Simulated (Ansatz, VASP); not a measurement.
**C: VASP beside Ansatz**

File INCAR:

```
  PREC = Accurate
  ENCUT = 520
  EDIFF = 1E-7
  ISMEAR = 0
  SIGMA = 0.15
  LREAL = False
  LASPH = True
  NELM = 80
  ALGO = Normal
  ISIF = 2
  LWAVE = False
  LCHARG = True
  GGA = PS
  LELF = True
  LVHAR = True
  NBANDS = 16
```

Contents of KPOINTS:

```
Automatic mesh
0
Gamma
  21 21 6
```

POSCAR

```
C
1.0
    1.1225017167     -2.1060017890      0.0000000000
    1.1225017167      2.1060017890      0.0000000000
    0.0000000000      0.0000000000      7.2978292845
C
4
Direct
    0.0833216498      0.9166783502      0.7498439858
    0.5833216498      0.4166783502      0.2501560142
    0.9166783502      0.0833216498      0.2501560142
    0.4166783502      0.5833216498      0.7498439858
```

Input for Ansatz:

```yaml
crystal:
  lattice:
    - [1.1225017167, -2.106001789, 0.0]
    - [1.1225017167, 2.106001789, 0.0]
    - [0.0, 0.0, 7.2978292845]
  atoms:
    - { symbol: C, position: [0.0833216498, 0.9166783502, 0.7498439858] }
    - { symbol: C, position: [0.5833216498, 0.4166783502, 0.2501560142] }
    - { symbol: C, position: [0.9166783502, 0.0833216498, 0.2501560142] }
    - { symbol: C, position: [0.4166783502, 0.5833216498, 0.7498439858] }
basis:
  ecutwfc: 520.0
kpoints:
  mp_grid: { grid: [21, 21, 6] }
hamiltonian:
  xc: pbesol
  pseudopotentials: { kind: paw, azcp: { folder: soft_1 } }
scf:
  occupations: { method: gaussian, width: 0.15 }
output:
  forces: true
  stress: true
  eigenvalues: true
```

Change from the starting cell: volume 8.626 Å^3 an atom, stretch along a over the lengths across it, relative to the relaxed cell 0.9230.

Alike in both runs: task single point; functional PBEsol; k mesh 21 × 21 × 6; occupations gaussian, width 0.15 eV; no spin polarisation.

|  | VASP | Ansatz |
| --- | --- | --- |
| version | VASP 6.6.1 | Ansatz 0.2.0 |
| potentials or method | VASP PAW PBE potentials, release 64 (C), cutoff 520 eV | scalar-relativistic, plane waves, PAW |
| valence electrons in the cell | 16 | 16 |

Ansatz gave:

| Quantity | Value |
| --- | --- |
| gap on the k mesh at the Fermi level (eV) | 0.53 |
| least direct gap on the mesh (eV) | 0.68 |
| rms of the force components (eV/Å) | 1.134 |

Q: What did VASP give for the same quantities?

A: gap on the k mesh at the Fermi level (eV): 0.53; least direct gap on the mesh (eV): 0.68; rms of the force components (eV/Å): 1.145.

VASP's potentials were made for PBE, not for PBEsol, and Ansatz warns of the same on its side. Atom by atom the forces differ by 0.011 eV/Å (rms over components). With one functional, cell and mesh, what is left measures potentials, basis and numerics.
